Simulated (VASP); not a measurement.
# CoSi2 in VASP: a series of runs, part 2 of 2

VASP 6.6.1. Earlier steps stand in the parts before.

## (3) Single point, PBE

This run uses another cell than the first one, of 13.18 Å³/atom, 1.011 times its volume.

INCAR reads:

```
ALGO     = Normal         # electronic algorithm
EDIFF    = 1E-6           # SCF threshold, eV
ENCUT    = 520            # plane-wave cutoff, eV
GGA      = PE             # functional
ISIF     = 2              # what is computed and relaxed
ISMEAR   = 0              # smearing method
ISYM     = 0            
LASPH    = True           # aspherical terms in the spheres
LCHARG   = False          # write CHGCAR
LREAL    = False          # projectors in reciprocal space
LWAVE    = False          # write WAVECAR
NBANDS   = 16             # bands
NELM     = 80             # most SCF steps
PREC     = Accurate       # precision mode
SIGMA    = 0.1            # smearing width, eV
```

KPOINTS reads:

```
k-points
0
Gamma
  9 9 11
```

POSCAR reads:

```
CoSi2
1.0
    3.8677057048      0.0000002135     -0.0016913255
   -1.9338526675      3.3495315015      0.0016913255
   -1.9351734531      1.1172729141      3.0529976835
Co Si
1 2
Direct
    0.0000000000      0.0000000000      0.0000000000
    0.2530642673      0.7469357327      0.7596323822
    0.7469357327      0.2530642673      0.2403676178
```

Potentials or basis: VASP PAW PBE potentials, release 64 (Co, Si).

Run with:

```
cat potpaw_PBE.64/Co/POTCAR potpaw_PBE.64/Si/POTCAR > POTCAR
mpirun -np 1 vasp_std > vasp.out
```

OUTCAR:

```text
EDIFF = 1E-6
   ENCUT = 520
   GGA = PE
   ISIF = 2
   ISMEAR = 0
   ISYM = 0
   LASPH = True
   LREAL = False
   NELM = 80
   PREC = Accurate

 ion  position               nearest neighbor table
   1  0.000  0.000  0.000-   2 2.32   3 2.32   3 2.35   2 2.35   3 2.35   2 2.35   3 2.35   2 2.35

   2  0.253  0.747  0.760-   1 2.32   1 2.35   1 2.35   1 2.35   3 2.67   3 2.67   3 2.67   3 2.74
                             3 2.74   3 2.74
   3  0.747  0.253  0.240-   1 2.32   1 2.35   1 2.35   1 2.35   2 2.67   2 2.67   2 2.67   2 2.74
                             2 2.74   2 2.74

IMPORTANT INFORMATION: All symmetrisations will be switched off!
NOSYMM: (Re-)initialisation of all symmetry stuff for point group C_1.

----------------------------------------------------------------------------------------

                                     Primitive cell

  volume of cell :      39.5370

  direct lattice vectors                    reciprocal lattice vectors
     3.867705705  0.000000213 -0.001691325     0.258598999  0.149246994  0.109297264
    -1.933852668  3.349531502  0.001691325    -0.000047812  0.298576800 -0.109297264
    -1.935173453  1.117272914  3.052997684     0.000143287 -0.000082727  0.327668023

  length of vectors
     3.867706075  3.867706075  3.783383395     0.317952826  0.317952826  0.327668065

  position of ions in fractional coordinates (direct lattice)
     0.000000000  0.000000000  0.000000000
     0.253064267  0.746935733  0.759632382
     0.746935733  0.253064267  0.240367618

  ion indices of the primitive-cell ions
   primitive index   ion index
                 1           1
                 2           2
                 3           3

----------------------------------------------------------------------------------------

 KPOINTS: k-points

Automatic generation of k-mesh.
 Grid dimensions read from file:
 generate k-points for:    9    9   11

 Generating k-lattice:

  Cartesian coordinates                     Fractional coordinates (reciprocal lattice)
     0.028733222  0.016582999  0.012144140     0.111111111  0.000000000  0.000000000
    -0.000005312  0.033175200 -0.012144140     0.000000000  0.111111111 -0.000000000
     0.000013026 -0.000007521  0.029788002     0.000000000  0.000000000  0.090909091

  Length of vectors
     0.035328092  0.035328092  0.029788006

  Shift w.r.t. Gamma in fractional coordinates (k-lattice)
     0.000000000  0.000000000  0.000000000

 Subroutine IBZKPT returns following result:
 ===========================================

 Found    446 irreducible k-points:

 Following reciprocal coordinates:
            Coordinates               Weight
  0.000000  0.000000  0.000000      1.000000
  0.111111  0.000000  0.000000      2.000000
  0.000000  0.111111  0.000000      2.000000
  0.222222  0.000000 -0.000000      2.000000
  0.000000  0.222222  0.000000      2.000000
  0.333333  0.000000  0.000000      2.000000
[... 16 lines left out ...]
 -0.111111  0.111111  0.000000      2.000000
  0.222222  0.222222  0.000000      2.000000
 [... further k-points ...]
   k-points           NKPTS =    446   k-points in BZ     NKDIM =    446   number of bands    NBANDS=     16
   number of dos      NEDOS =    301   number of ions     NIONS =      3
   total plane-waves  NPLWV =  25200
   dimension x,y,z NGX =    30 NGY =   30 NGZ =   28
   dimension x,y,z NGXF=    60 NGYF=   60 NGZF=   56
   ions per type =               1   2
   NGX,Y,Z   is equivalent  to a cutoff of  12.89, 12.89, 12.30 a.u.
   NGXF,Y,Z  is equivalent  to a cutoff of  25.79, 25.79, 24.61 a.u.
 SYSTEM =  unknown system
   PREC   = accura    normal or accurate (medium, high low for compatibility)
   ISTART =      0    job   : 0-new  1-cont  2-samecut
   ICHARG =      2    charge: 1-file 2-atom 10-const
   ISPIN  =      1    spin polarized calculation?
   LNONCOLLINEAR =      F non collinear calculations
   LSORBIT =      F    spin-orbit coupling
   LASPH  =      T    aspherical Exc in radial PAW
   ENCUT  =  520.0 eV  38.22 Ry    6.18 a.u.   7.19  7.19  7.03*2*pi/ulx,y,z
   NELM   =     80;   NELMIN=  2; NELMDL= -5     # of ELM steps
   EDIFF  = 0.1E-05   stopping-criterion for ELM
   LREAL  =      F    real-space projection
   EDIFFG = 0.1E-04   stopping-criterion for IOM
   NSW    =      0    number of steps for IOM
   IBRION =     -1    ionic relax: 0-MD 1-quasi-New 2-CG
   NFREE  =      0    steps in history (QN), initial steepest desc. (CG)
   ISIF   =      2    stress and relaxation
   ISYM   =      0    0-nonsym 1-usesym 2-fastsym
   POTIM  = 0.5000    time-step for ionic-motion
   TEBEG  =    0.0;   TEEND  =   0.0 temperature during run
   PSTRESS=    0.0 pullay stress
   NELECT =      17.0000    total number of electrons
   NUPDOWN=      -1.0000    fix difference up-down
   EMIN   =  10.00;   EMAX   =-10.00  energy-range for DOS
   EFERMI =   0.00;   METHOD = LEGACY
   ISMEAR =     0;   SIGMA  =   0.10  broadening in eV -4-tet -1-fermi 0-gaus
   EFERMI_NEDOS =   21; number of points for ismear=-14 and -15
   IALGO  =     38    algorithm
   IMIX   =      4    mixing-type and parameters
     AMIX     =   0.40;   BMIX     =  1.00
     AMIX_MAG =   1.60;   BMIX_MAG =  1.00
  volume/ion in A,a.u.               =      13.18        88.94
  Fermi-wavevector in a.u.,A,eV,Ry     =   1.235634  2.335010 20.773271  1.526792
  Thomas-Fermi vector in A             =   2.370276
   LORBIT       =      0    0 simple, 1 ext, 2 COOP (PROOUT), +10 PAW based schemes
   GGA     = PE    functional components
   LHFCALC =     F    Hartree Fock is set to
   AEXX    =    0.0000 exact exchange contribution
   IVDW    =     0    specifies the selected vdW correction
   LEPSILON=     F    determine dielectric tensor
   LRPA    =     F    only Hartree local field effects (RPA)
 non-spin polarized calculation
 Gauss-broadening in eV      SIGMA  =   0.10
  energy-cutoff  :      520.00
  volume of cell :       39.54
 maximum number of plane-waves:      1082
 NGX is ok and might be reduce to    30
   NGX = 15   NGY = 15   NGZ = 15

 number of electron      17.0000002 magnetization

 Free energy of the ion-electron system (eV)
  ---------------------------------------------------
  ext. energy  EPLUGINS =         0.00000000
  ---------------------------------------------------
  free energy    TOTEN  =       -19.26240720 eV

  energy without entropy =      -19.25597206  energy(sigma->0) =      -19.25918963

 E-fermi :   9.6936     XC(G=0): -11.6152

 val. band max:        9.6873519504   @ k =  -0.2222   0.2222   0.0000
 cond. band min:       9.6958459480   @ k =   0.0000  -0.4444  -0.0909
 fundamental gap:      0.0084939975
 Fermi energy:         9.6935522512

 k-point     1 :       0.0000    0.0000    0.0000
  band No.  band energies     occupation
      1      -3.1949      2.00000
      2       5.7012      2.00000
      3       5.7067      2.00000
      4       5.8854      2.00000
      5       7.8993      2.00000
      6       7.9024      2.00000
[... 8 lines left out ...]
     15      15.3771      0.00000
     16      15.4030      0.00000

 k-point     2 :       0.1111    0.0000    0.0000
  band No.  band energies     occupation
      1      -3.0142      2.00000
      2       5.2430      2.00000
      3       5.7719      2.00000
      4       5.9294      2.00000
      5       7.8473      2.00000
      6       7.8547      2.00000
[... 8 lines left out ...]
     15      14.9260      0.00000
     16      15.1527      0.00000

 k-point     3 :       0.0000    0.1111    0.0000
  band No.  band energies     occupation
      1      -3.0142      2.00000
      2       5.2430      2.00000
      3       5.7719      2.00000
      4       5.9294      2.00000
      5       7.8473      2.00000
      6       7.8547      2.00000
[... 8 lines left out ...]
     15      14.9260      0.00000
     16      15.1527      0.00000
[... 362 lines left out ...]
 k-point    23 :      -0.1111    0.1111    0.0000
  band No.  band energies     occupation
      1      -2.9505      2.00000
      2       5.3065      2.00000
      3       5.7088      2.00000
      4       5.8505      2.00000
      5       7.6751      2.00000
      6       7.9594      2.00000
[... 8 lines left out ...]
     15      15.5995      0.00000
     16      15.7005      0.00000

 k-point    24 :       0.2222    0.2222    0.0000
  band No.  band energies     occupation
      1      -1.3308      2.00000
      2       2.9788      2.00000
      3       5.0170      2.00000
      4       6.6701      2.00000
      5       7.1516      2.00000
      6       7.5775      2.00000
[... 8 lines left out ...]
     15      17.2222      0.00000
     16      19.5313      0.00000

 [... further k-points ...]
[... 5 lines left out ...]
  --------------------------------------------------------------------------------------
  -------------------------------------------------------------------------------------
  Total       -1.6817257     -1.6943057     -0.0529467     -0.0108903     -0.0009694      0.0016799
  in kB      -68.1494428    -68.6592264     -2.1455867     -0.4413147     -0.0392853      0.0680743
  external PRESSURE =     -46.3180853 kB  Pullay stress =       0.0000000 kB

 VOLUME and BASIS-vectors are now :
 -----------------------------------------------------------------------------
  energy-cutoff  :      520.00
  volume of cell :       39.54
      direct lattice vectors                 reciprocal lattice vectors
     3.867705705  0.000000213 -0.001691325     0.258598999  0.149246994  0.109297264
    -1.933852668  3.349531502  0.001691325    -0.000047812  0.298576800 -0.109297264
    -1.935173453  1.117272914  3.052997684     0.000143287 -0.000082727  0.327668023

 POSITION                                       TOTAL-FORCE (eV/Angst)
 -----------------------------------------------------------------------------------
      0.00000      0.00000      0.00000         0.000000      0.000000     -0.000000
     -1.93571      3.35060      2.31999        -0.000488      0.000281      0.000088
      1.93439      1.11620      0.73301         0.000487     -0.000281     -0.000087
 -----------------------------------------------------------------------------------
    total drift:                                0.000000      0.000000     -0.000000

  FREE ENERGIE OF THE ION-ELECTRON SYSTEM (eV)
  ---------------------------------------------------
  free  energy   TOTEN  =       -19.2624071972 eV

  energy  without entropy=      -19.2559720638  energy(sigma->0) =      -19.25918963
```

Wall time 3.4 min (1 thread of Intel Xeon Platinum 8488C (Sapphire Rapids), shared host); peak memory 0.38 GiB.

What came out:

```
Free energy : -19.2624 eV
Pressure    : -4.6 GPa
```

Stress tensor (GPa, compression positive):
```
-6.81 -0.04  0.01
-0.04 -6.87  0.00
 0.01  0.00 -0.21
```

Spin polarisation is off, so any magnetic state and its effect on volume and gap are missing.
